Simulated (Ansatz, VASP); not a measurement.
# Tl: VASP beside Ansatz

INCAR

```
  PREC = Accurate
  ENCUT = 520
  EDIFF = 1E-7
  ISMEAR = 0
  SIGMA = 0.15
  LREAL = F
  LASPH = T
  NELM = 100
  ALGO = Fast
  ISIF = 2
  LWAVE = F
  LCHARG = F
  GGA = PE
  NBANDS = 20
```

KPOINTS

```
regular mesh
0
Gamma
  18 18 10
```

POSCAR

```
Tl
1.0
    3.7324782250      0.0000000000      0.0000000000
   -1.8662391125      3.2324209619      0.0000000000
    0.0000000000      0.0000000000      5.0830000000
Tl
2
Direct
    0.3333333333      0.6666666667      0.2500000000
    0.6666666667      0.3333333333      0.7500000000
```

Input for Ansatz:

```yaml
crystal:
  lattice:
    - [3.732478225, 0.0, 0.0]
    - [-1.8662391125, 3.2324209619, 0.0]
    - [0.0, 0.0, 5.083]
  atoms:
    - { symbol: Tl, position: [0.3333333333, 0.6666666667, 0.25] }
    - { symbol: Tl, position: [0.6666666667, 0.3333333333, 0.75] }
basis:
  ecutwfc: 420
kpoints:
  mp_grid: { grid: [18, 18, 10] }
hamiltonian:
  xc: pbe
scf:
  occupations: { method: gaussian, width: 0.15 }
output:
  forces: true
  stress: true
  eigenvalues: true
```

Change from the starting cell: strain +0.080 along x and y, -0.080 along z, atoms carried along.

Alike in both runs: task single point; functional PBE; k mesh 18 × 18 × 10; occupations gaussian, width 0.15 eV; no spin polarisation.

|  | VASP | Ansatz |
| --- | --- | --- |
| version | VASP 6.6.1 | Ansatz 0.2.0 |
| potentials or method | VASP PAW PBE potentials, release 64 (Tl_d), cutoff 520 eV | scalar-relativistic, plane waves, PAW |
| valence electrons in the cell | 26 | 26 |

```tsv
	VASP	Ansatz	Ansatz less VASP
gap on the k mesh at the Fermi level (eV)	none	none	-
pressure (GPa)	1.3	1.4	+0.06
traceless stress, the component that is largest in VASP (GPa)	1.48	1.48	-0.001
```

A gap of «none» marks a metal or a gap that the smearing closes.

Neither program's run includes spin-orbit coupling.
